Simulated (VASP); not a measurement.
Wanted: the native input for a VASP 6.6.1 run.

* Task: electric field gradients
* Functional: PBEsol
* Potentials or basis: VASP PAW PBE potentials, release 64 (Ga_d)
* Cutoff: 520 eV
* k mesh: 9 × 9 × 8
* Occupations: fermi-dirac, width 0.05 eV
* Spin: no spin polarisation
* Dipole correction: no
* Further INCAR settings: ALGO = Normal; EDIFF = 1e-08; NBANDS = 34

The structure of Ga lies in POSCAR:

```
Ga
1.0
    2.2702865280     -3.8477146450      0.0000000000
    2.2702865280      3.8477146450      0.0000000000
    0.0000000000      0.0000000000      4.5466127923
Ga
4
Direct
    0.1525000000      0.8475000000      0.0785000000
    0.6525000000      0.3475000000      0.4215000000
    0.8475000000      0.1525000000      0.9215000000
    0.3475000000      0.6525000000      0.5785000000
```

This cell differs from its parent crystal: volume scaled by 1.02.

These files were run (other wordings do the same):

INCAR

```
SYSTEM = Ga
PREC = Accurate
ENCUT = 520
EDIFF = 1E-8
ISMEAR = -1
SIGMA = 0.05
LREAL = .False.
LASPH = .True.
NELM = 80
ALGO = Normal
ISIF = 2
LWAVE = .False.
LCHARG = .False.
GGA = PS
LEFG = .True.
NBANDS = 34
```

KPOINTS

```
Automatic mesh
0
Gamma
  9 9 8
  0 0 0
```

Potentials or basis: VASP PAW PBE potentials, release 64 (Ga_d).

Launch:

```sh
$ cat potpaw_PBE.64/Ga_d/POTCAR > POTCAR
$ mpirun -np 1 vasp_std > vasp.out
```

Results of the run:

| Quantity | Value |
| --- | --- |
| Pressure | -2.2 GPa |
| Largest force | 0.424 eV/Å |
| Band gap on the k mesh | zero (band 26 reaches 5.18 eV, above the bottom of band 27 at 3.91 eV) |

Caveat: without QUAD_EFG the Cq values of the log hold for a quadrupole moment of 1 mb, not for the nuclei; the PAW data sets were made with another functional, which shifts forces and pressure a little.

Wall time 14 min on 1 thread of AMD EPYC 7R13 (shared host), peak memory 0.34 GiB.
